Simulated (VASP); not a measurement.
# InPd in VASP: further runs

The runs below take InPd through single point, with PBEsol.

Program: VASP 6.6.1. These are calculated values, not measurements. Logs are shortened: lines on timing, memory, paths and dates and some standing lists are left out, and cuts for length are marked.

## (1) The cell of the first run

It takes space group P4mm (No. 99, tetragonal). The conventional cell has a = 3.247 Å, b = 3.247 Å, c = 3.247 Å, α = 90.00°, β = 90.00°, γ = 90.00°. In (site symmetry 4mm) has 8 Pd at 2.72 to 2.91 Å and 6 In at 3.25 Å within 3.6 Å. Pd (site symmetry 4mm) has 8 In at 2.72 to 2.91 Å and 6 Pd at 3.25 Å within 3.6 Å.

## (2) Single point, PBEsol (atoms displaced along a vibrational mode)

The input, INCAR:

```
SYSTEM = InPd
PREC     = Accurate       ! precision mode
ENCUT    = 520            ! plane-wave cutoff, eV
EDIFF    = 1E-6           ! SCF threshold, eV
ISMEAR   = 0              ! smearing method
SIGMA    = 0.15           ! smearing width, eV
LREAL    = .FALSE.        ! projectors in reciprocal space
LASPH    = .TRUE.         ! aspherical terms in the spheres
NELM     = 100            ! most SCF steps
ALGO     = Fast           ! electronic algorithm
ISIF     = 2              ! what is computed and relaxed
LWAVE    = .FALSE.        ! write WAVECAR
LCHARG   = .FALSE.        ! write CHGCAR
GGA      = PS             ! functional
NBANDS   = 18             ! bands
```

The input, KPOINTS:

```
regular mesh
0
G
  14 14 14
  0 0 0
```

The input, POSCAR:

```
InPd
1.0
    3.2466286217      0.0000000000      0.0000000000
    0.0000000000      3.2466286217      0.0000000000
    0.0000000000      0.0000000000      3.2466286217
In Pd
1 1
Direct
   -0.0248370446      0.0000000000      0.0000000000
    0.5267970286      0.5000000000      0.5000000000
```

Potentials or basis: VASP PAW PBE potentials, release 64 (In_d, Pd).

Run with:

```console
$ cat potpaw_PBE.64/In_d/POTCAR potpaw_PBE.64/Pd/POTCAR > POTCAR
$ mpirun -np 1 vasp_std > vasp.out
```

OUTCAR:

```text
SYSTEM = InPd
   PREC = Accurate
   ENCUT = 520
   EDIFF = 1E-6
   ISMEAR = 0
   LREAL = .FALSE.
   LASPH = .TRUE.
   NELM = 100
   ISIF = 2
   GGA = PS

 ion  position               nearest neighbor table
   1  0.975  0.000  0.000-   2 2.72   2 2.72   2 2.72   2 2.72   2 2.91   2 2.91   2 2.91   2 2.91

   2  0.527  0.500  0.500-   1 2.72   1 2.72   1 2.72   1 2.72   1 2.91   1 2.91   1 2.91   1 2.91

  LATTYP: Found a simple cubic cell.
 ALAT       =     3.2466286217

  Lattice vectors:

 A1 = (   3.2466286217,   0.0000000000,   0.0000000000)
 A2 = (   0.0000000000,   3.2466286217,   0.0000000000)
 A3 = (   0.0000000000,   0.0000000000,   3.2466286217)

Analysis of symmetry for initial positions (statically):
=====================================================================
 Subroutine PRICEL returns:
 Original cell was already a primitive cell.

 Routine SETGRP: Setting up the symmetry group for a
 simple cubic supercell.

 Subroutine GETGRP returns: Found  8 space group operations
 (whereof  8 operations were pure point group operations)
 out of a pool of 48 trial point group operations.

The static configuration has the point symmetry C_4v.

Analysis of symmetry for dynamics (positions and initial velocities):
=====================================================================
 Subroutine PRICEL returns:
 Original cell was already a primitive cell.

 Routine SETGRP: Setting up the symmetry group for a
 simple cubic supercell.

 Subroutine GETGRP returns: Found  8 space group operations
 (whereof  8 operations were pure point group operations)
 out of a pool of 48 trial point group operations.

The dynamic configuration has the point symmetry C_4v.

 Subroutine INISYM returns: Found  8 space group operations
 (whereof  8 operations are pure point group operations),
 and found     1 'primitive' translations

----------------------------------------------------------------------------------------

                                     Primitive cell

  volume of cell :      34.2214

  direct lattice vectors                    reciprocal lattice vectors
     3.246628622  0.000000000  0.000000000     0.308011823  0.000000000  0.000000000
     0.000000000  3.246628622  0.000000000     0.000000000  0.308011823  0.000000000
     0.000000000  0.000000000  3.246628622     0.000000000  0.000000000  0.308011823

  length of vectors
     3.246628622  3.246628622  3.246628622     0.308011823  0.308011823  0.308011823

  position of ions in fractional coordinates (direct lattice)
     0.975162955  0.000000000  0.000000000
     0.526797029  0.500000000  0.500000000

  ion indices of the primitive-cell ions
   primitive index   ion index
                 1           1
                 2           2

----------------------------------------------------------------------------------------

 KPOINTS: regular mesh

Automatic generation of k-mesh.
 Grid dimensions read from file:
 generate k-points for:   14   14   14

 Generating k-lattice:

  Cartesian coordinates                     Fractional coordinates (reciprocal lattice)
     0.022000844  0.000000000  0.000000000     0.071428571  0.000000000  0.000000000
     0.000000000  0.022000844  0.000000000     0.000000000  0.071428571  0.000000000
     0.000000000  0.000000000  0.022000844     0.000000000  0.000000000  0.071428571

  Length of vectors
     0.022000844  0.022000844  0.022000844

  Shift w.r.t. Gamma in fractional coordinates (k-lattice)
     0.000000000  0.000000000  0.000000000

 Subroutine IBZKPT returns following result:
 ===========================================

 Found    288 irreducible k-points:

 Following reciprocal coordinates:
            Coordinates               Weight
  0.000000  0.000000  0.000000      1.000000
  0.071429  0.000000  0.000000      2.000000
  0.000000  0.071429  0.000000      4.000000
  0.142857  0.000000  0.000000      2.000000
  0.000000  0.142857  0.000000      4.000000
  0.214286  0.000000  0.000000      2.000000
[... 16 lines left out ...]
  0.071429  0.000000  0.214286      8.000000
  0.285714  0.071429  0.000000      8.000000
 [... further k-points ...]
   k-points           NKPTS =    288   k-points in BZ     NKDIM =    288   number of bands    NBANDS=     18
   number of dos      NEDOS =    301   number of ions     NIONS =      2
   total plane-waves  NPLWV =  13824
   dimension x,y,z NGX =    24 NGY =   24 NGZ =   24
   dimension x,y,z NGXF=    48 NGYF=   48 NGZF=   48
   ions per type =               1   1
   NGX,Y,Z   is equivalent  to a cutoff of  12.29, 12.29, 12.29 a.u.
   NGXF,Y,Z  is equivalent  to a cutoff of  24.58, 24.58, 24.58 a.u.
 SYSTEM =  InPd
   PREC   = accura    normal or accurate (medium, high low for compatibility)
   ISTART =      0    job   : 0-new  1-cont  2-samecut
   ICHARG =      2    charge: 1-file 2-atom 10-const
   ISPIN  =      1    spin polarized calculation?
   LNONCOLLINEAR =      F non collinear calculations
   LSORBIT =      F    spin-orbit coupling
   LASPH  =      T    aspherical Exc in radial PAW
   ENCUT  =  520.0 eV  38.22 Ry    6.18 a.u.   6.04  6.04  6.04*2*pi/ulx,y,z
   NELM   =    100;   NELMIN=  2; NELMDL= -5     # of ELM steps
   EDIFF  = 0.1E-05   stopping-criterion for ELM
   LREAL  =      F    real-space projection
   EDIFFG = 0.1E-04   stopping-criterion for IOM
   NSW    =      0    number of steps for IOM
   IBRION =     -1    ionic relax: 0-MD 1-quasi-New 2-CG
   NFREE  =      0    steps in history (QN), initial steepest desc. (CG)
   ISIF   =      2    stress and relaxation
   ISYM   =      2    0-nonsym 1-usesym 2-fastsym
   POTIM  = 0.5000    time-step for ionic-motion
   TEBEG  =    0.0;   TEEND  =   0.0 temperature during run
   PSTRESS=    0.0 pullay stress
   NELECT =      23.0000    total number of electrons
   NUPDOWN=      -1.0000    fix difference up-down
   EMIN   =  10.00;   EMAX   =-10.00  energy-range for DOS
   EFERMI =   0.00;   METHOD = LEGACY
   ISMEAR =     0;   SIGMA  =   0.15  broadening in eV -4-tet -1-fermi 0-gaus
   EFERMI_NEDOS =   21; number of points for ismear=-14 and -15
   IALGO  =     68    algorithm
   IMIX   =      4    mixing-type and parameters
     AMIX     =   0.40;   BMIX     =  1.00
     AMIX_MAG =   1.60;   BMIX_MAG =  1.00
  volume/ion in A,a.u.               =      17.11       115.47
  Fermi-wavevector in a.u.,A,eV,Ry     =   1.434008  2.709882 27.978724  2.056378
  Thomas-Fermi vector in A             =   2.553463
   LORBIT       =      0    0 simple, 1 ext, 2 COOP (PROOUT), +10 PAW based schemes
   GGA     = PS    functional components
   LHFCALC =     F    Hartree Fock is set to
   AEXX    =    0.0000 exact exchange contribution
   IVDW    =     0    specifies the selected vdW correction
   LEPSILON=     F    determine dielectric tensor
   LRPA    =     F    only Hartree local field effects (RPA)
 non-spin polarized calculation
 RMM-DIIS sequential band-by-band and
 Gauss-broadening in eV      SIGMA  =   0.15
  energy-cutoff  :      520.00
  volume of cell :       34.22
 maximum number of plane-waves:       942
   NGX = 13   NGY = 13   NGZ = 13

 number of electron      22.9999993 magnetization

 Free energy of the ion-electron system (eV)
  ---------------------------------------------------
  ext. energy  EPLUGINS =         0.00000000
  ---------------------------------------------------
  free energy    TOTEN  =        -9.94432250 eV

  energy without entropy =       -9.93672168  energy(sigma->0) =       -9.94052209

 E-fermi :  10.7365     XC(G=0): -12.5289

 val. band max:       10.7260392539   @ k =   0.3571   0.2143   0.1429
 cond. band min:      10.7763795436   @ k =   0.2857   0.0714   0.0000
 fundamental gap:      0.0503402897
 Fermi energy:        10.7365354080

 k-point     1 :       0.0000    0.0000    0.0000
  band No.  band energies     occupation
      1      -4.2527      2.00000
      2      -4.2501      2.00000
      3      -3.8145      2.00000
      4      -3.8062      2.00000
      5      -3.8062      2.00000
      6       0.3756      2.00000
[... 10 lines left out ...]
     17      21.4363      0.00000
     18      26.8315      0.00000

 k-point     2 :       0.0714    0.0000    0.0000
  band No.  band energies     occupation
      1      -4.2495      2.00000
      2      -4.2314      2.00000
      3      -3.8128      2.00000
      4      -3.8120      2.00000
      5      -3.8120      2.00000
      6       0.4580      2.00000
[... 10 lines left out ...]
     17      21.7528      0.00000
     18      26.6997      0.00000

 k-point     3 :       0.0000    0.0714    0.0000
  band No.  band energies     occupation
      1      -4.2478      2.00000
      2      -4.2330      2.00000
      3      -3.8202      2.00000
      4      -3.8122      2.00000
      5      -3.8047      2.00000
      6       0.4585      2.00000
[... 10 lines left out ...]
     17      21.8916      0.00000
     18      26.7893      0.00000

 k-point     4 :       0.1429    0.0000    0.0000
  band No.  band energies     occupation
      1      -4.2405      2.00000
      2      -4.1793      2.00000
      3      -3.8282      2.00000
      4      -3.8282      2.00000
      5      -3.8078      2.00000
      6       0.7048      2.00000
[... 375 lines left out ...]
      4      -3.8532      2.00000
      5      -3.8012      2.00000
      6       1.1975      2.00000
[... 10 lines left out ...]
     17      24.8118      0.00000
     18      25.4742      0.00000

 k-point    23 :       0.0714    0.0000    0.2143
  band No.  band energies     occupation
      1      -4.2139      2.00000
      2      -4.0952      2.00000
      3      -3.8624      2.00000
      4      -3.8595      2.00000
      5      -3.8010      2.00000
      6       1.1973      2.00000
[... 10 lines left out ...]
     17      24.8735      0.00000
     18      25.5621      0.00000

 k-point    24 :       0.2857    0.0714    0.0000
  band No.  band energies     occupation
      1      -4.1996      2.00000
      2      -4.0135      2.00000
      3      -3.8888      2.00000
      4      -3.8786      2.00000
      5      -3.8000      2.00000
      6       1.7564      2.00000
[... 10 lines left out ...]
     17      23.8100      0.00000
     18      25.3205      0.00000

 [... further k-points ...]

------------------------ aborting loop because EDIFF is reached ----------------------------------------

  FORCE on cell =-STRESS in cart. coord.  units (eV):
  Direction    XX          YY          ZZ          XY          YZ          ZX
  --------------------------------------------------------------------------------------
  -------------------------------------------------------------------------------------
  Total        0.1796615      0.4559179      0.4559179      0.0000000      0.0000000     -0.0000000
  in kB        8.4113916     21.3451569     21.3451569      0.0000000      0.0000000     -0.0000000
  external PRESSURE =      17.0339018 kB  Pullay stress =       0.0000000 kB

 VOLUME and BASIS-vectors are now :
 -----------------------------------------------------------------------------
  energy-cutoff  :      520.00
  volume of cell :       34.22
      direct lattice vectors                 reciprocal lattice vectors
     3.246628622  0.000000000  0.000000000     0.308011823  0.000000000  0.000000000
     0.000000000  3.246628622  0.000000000     0.000000000  0.308011823  0.000000000
     0.000000000  0.000000000  3.246628622     0.000000000  0.000000000  0.308011823

 POSITION                                       TOTAL-FORCE (eV/Angst)
 -----------------------------------------------------------------------------------
      3.16599      0.00000      0.00000         0.731922      0.000000     -0.000000
      1.71031      1.62331      1.62331        -0.731922      0.000000      0.000000
 -----------------------------------------------------------------------------------
    total drift:                               -0.000068     -0.000000     -0.000002

  FREE ENERGIE OF THE ION-ELECTRON SYSTEM (eV)
  ---------------------------------------------------
  free  energy   TOTEN  =        -9.9443224961 eV

  energy  without entropy=       -9.9367216831  energy(sigma->0) =       -9.94052209
```

Wall time 1.9 min (1 thread of Intel Xeon Platinum 8259CL at 2.50GHz (Skylake/Cascade Lake), shared host); peak memory 0.29 GiB.

What came out:

| Item | Value |
| --- | --- |
| Free energy | -9.9443 eV |
| Pressure | 1.7 GPa |
| Largest force | 0.732 eV/Å |
| Band gap on the k mesh | zero (an odd number of electrons rules out a gap without spin polarisation) |

Forces in eV/Å, atoms in the order of the input:
```
In   0.732  0.000  0.000
Pd  -0.732  0.000  0.000
```

Stress tensor (GPa, compression positive):
```
0.84 0.00 0.00
0.00 2.13 0.00
0.00 0.00 2.13
```

Caveat: the cell differs from its parent crystal (atoms displaced along a vibrational mode); the PAW data sets were made with another functional, which shifts forces and pressure a little; spin-orbit coupling is left out, which moves the levels of the heavy elements.

## (3) Single point, PBEsol (atoms displaced along a vibrational mode)

The input, INCAR:

```
PREC = Accurate ; ENCUT = 520
EDIFF = 1E-7 ; ISMEAR = 0
SIGMA = 0.15 ; LREAL = F
LASPH = T ; NELM = 100
ALGO = Fast ; ISIF = 2
LWAVE = F ; LCHARG = T
GGA = PS ; LELF = T
LVHAR = T ; NBANDS = 18
```

The input, KPOINTS:

```
regular mesh
0
Gamma
  14 14 14
```

The input, POSCAR:

```
InPd
1.0
    3.2466286217      0.0000000000      0.0000000000
    0.0000000000      3.2466286217      0.0000000000
    0.0000000000      0.0000000000      3.2466286217
In Pd
1 1
Direct
   -0.0198696357      0.0000000000      0.0000000000
    0.5214376229      0.5000000000      0.5000000000
```

Potentials or basis: VASP PAW PBE potentials, release 64 (In_d, Pd).

Run with:

```console
$ cat potpaw_PBE.64/In_d/POTCAR potpaw_PBE.64/Pd/POTCAR > POTCAR
$ mpirun -np 1 vasp_std > vasp.out
```

Run time: 1.9 min. Hardware: 1 thread of Intel Xeon Platinum 8259CL at 2.50GHz (Skylake/Cascade Lake), shared host; peak memory 0.29 GiB.

It converged, with:

* Free energy: -9.9664 eV
* Pressure: 1.1 GPa
* Largest force: 0.584 eV/Å
* Band gap on the k mesh: zero (an odd number of electrons rules out a gap without spin polarisation)

Forces in eV/Å, atoms in the order of the input:
```
In   0.584  0.000  0.000
Pd  -0.584  0.000  0.000
```

Stress tensor (GPa, compression positive):
```
0.55 0.00 0.00
0.00 1.37 0.00
0.00 0.00 1.37
```

Levels at points of the mesh, in eV from the Fermi level:
```tsv
k point	band 8	band 9	band 10	band 11	band 12	band 13	band 14	band 15	band 16	band 17
(0.00, 0.00, 0.00)	-4.00	-2.39	-2.39	-2.39	4.16	4.16	4.26	9.56	10.63	10.70
(0.50, 0.00, 0.00)	-3.99	-3.42	-3.42	-2.48	-1.17	9.55	9.55	9.92	10.84	10.91
(0.00, 0.50, 0.00)	-3.98	-3.43	-3.39	-2.46	-1.20	9.12	9.69	10.22	10.53	10.79
(0.50, 0.50, 0.00)	-2.83	-2.80	-2.52	-2.44	-1.79	1.50	2.44	9.58	11.32	11.34
(0.00, 0.50, 0.50)	-2.91	-2.91	-2.41	-2.41	-1.79	1.50	2.46	9.63	11.38	11.38
(0.50, 0.50, 0.50)	-5.09	-1.75	-1.74	-0.07	3.51	3.51	3.74	4.45	4.66	4.66
```

Caveat: the cell differs from its parent crystal (atoms displaced along a vibrational mode); the PAW data sets were made with another functional, which shifts forces and pressure a little; spin-orbit coupling is left out, which moves the levels of the heavy elements.

[end of part 1 of 2]
